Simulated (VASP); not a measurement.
A run of VASP 6.6.1:

The input INCAR:

```
PREC = Accurate
ENCUT = 520
EDIFF = 1E-6
ISMEAR = 0
SIGMA = 0.1
LREAL = F
LASPH = T
NELM = 80
ALGO = Normal
ISIF = 2
LWAVE = F
LCHARG = T
GGA = PE
LELF = T
LVHAR = T
NBANDS = 34
```

Contents of KPOINTS:

```
regular mesh
0
Gamma
  6 6 4
```

File POSCAR:

```
Sc2GaN3
1.0
    5.4610235158      0.0000000000      0.0000000000
   -2.7305117579      4.7293850953      0.0000000000
    0.0000000000      0.0000000000      3.0292087165
Sc Ga N
2 1 3
Direct
    0.3333333333      0.6666666667      0.4046567846
    0.6666666667      0.3333333333      0.4046567846
    0.0000000000      0.0000000000      0.9048013161
    0.5000000000      0.0000000000      0.9046428349
    0.0000000000      0.5000000000      0.9046428349
    0.5000000000      0.5000000000      0.9046428349
```

Potentials or basis: VASP PAW PBE potentials, release 64 (Sc_sv, Ga_d, N).

The run is started by

```sh
$ cat potpaw_PBE.64/Sc_sv/POTCAR potpaw_PBE.64/Ga_d/POTCAR potpaw_PBE.64/N/POTCAR > POTCAR
$ mpirun -np 1 vasp_std > vasp.out
```

Hardware: 1 thread of Oxide Virtual Turin-like Processor (shared host).

**Question.** Estimate the wall time of this run.

**Answer.** It took 66 s on 1 thread of Oxide Virtual Turin-like Processor, on a shared host, peak memory 0.19 GiB. Counts: scf iterations 16, k points 21.
